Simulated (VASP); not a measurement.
A run of VASP 6.6.1:

The input INCAR:

```
PREC = Accurate
ENCUT = 500
EDIFF = 1E-7
ISMEAR = 0
SIGMA = 0.1
LREAL = False
LASPH = True
NELM = 120
ALGO = Normal
ISIF = 3
LWAVE = False
LCHARG = False
GGA = CA
IBRION = 2
NSW = 100
EDIFFG = -0.005
GGA_COMPAT = False
NELMIN = 4
```

Contents of KPOINTS:

```
Automatic mesh
0
Gamma
  14 14 14
```

POSCAR

```
TiPd
1.0
    3.1002694340      0.0000000000      0.0000000000
    0.0000000000      3.1002694340      0.0000000000
    0.0000000000      0.0000000000      3.1002694340
Ti Pd
1 1
Direct
    0.5000000000      0.5000000000      0.5000000000
    0.0000000000      0.0000000000      0.0000000000
```

Potentials or basis: VASP PAW LDA potentials, release 64 (Ti_sv, Pd).

Command:

```sh
$ cat potpaw_LDA.64/Ti_sv/POTCAR potpaw_LDA.64/Pd/POTCAR > POTCAR
$ mpirun -np 1 vasp_std > vasp.out
```

Hardware: 1 thread of Intel(R) Xeon(R) Platinum 8375C CPU @ 2.90GHz (Ice Lake), with other jobs on the host.

How long does it take, and how much memory?

Wall time 48 s on 1 thread of Intel(R) Xeon(R) Platinum 8375C CPU @ 2.90GHz (Ice Lake), on a shared host, peak memory 0.18 GiB. Counts: scf iterations 33, k points 120, ion steps 3.
